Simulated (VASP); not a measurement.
The system is BaNa3.

```
Na Ba
1.0
     4.60323    0.00000    0.00000
     0.00000    4.60323    0.00000
     0.00000    0.00000    4.60323
Na Ba
3 1
Cartesian
  0.0000 2.3016 2.3016
  2.3016 0.0000 2.3016
  2.3016 2.3016 0.0000
  0.0000 0.0000 0.0000
```

| Item | Value |
| --- | --- |
| Program | VASP 6.6.1 |
| Task | relaxation of cell and atoms |
| Functional | PBE |
| Potentials or basis | VASP PAW PBE potentials, release 64 (Na_pv, Ba_sv) |
| Cutoff | 600 eV |
| k mesh | 4 × 4 × 4 |
| Occupations | gaussian, width 0.1 eV |
| Spin | no spin polarisation |

At the start: pressure 13.9 GPa; volume 24.39 Å³/atom.

Question: How do energy, volume and symmetry change on relaxing?

Answer: Over 5 steps the energy falls by 614.9 meV/atom and the volume is 46.13 Å³/atom (+89.2 %); space group Pm-3m (No. 221, to 0.1 Å) before and after.

The path:
```csv
step,energy change (eV),largest force (eV/Å),pressure (GPa),volume (Å³)
1,0.0000,0.0000,13.90,97.54
2,-1.7749,0.0000,5.07,130.55
3,-2.4161,0.0000,0.92,168.38
4,-2.4579,0.0000,0.16,181.26
5,-2.4596,0.0000,0.01,184.51
```

Final structure:
```xyz
4
Lattice="5.6930 0.0000 0.0000 0.0000 5.6930 0.0000 0.0000 0.0000 5.6930" Properties=species:S:1:pos:R:3 pbc="T T T"
Na    0.0000    2.8465    2.8465
Na    2.8465    0.0000    2.8465
Na    2.8465    2.8465    0.0000
Ba    0.0000    0.0000    0.0000
```

Caveat: the volume moved by over 15 % at a fixed basis, so the end points are rough.
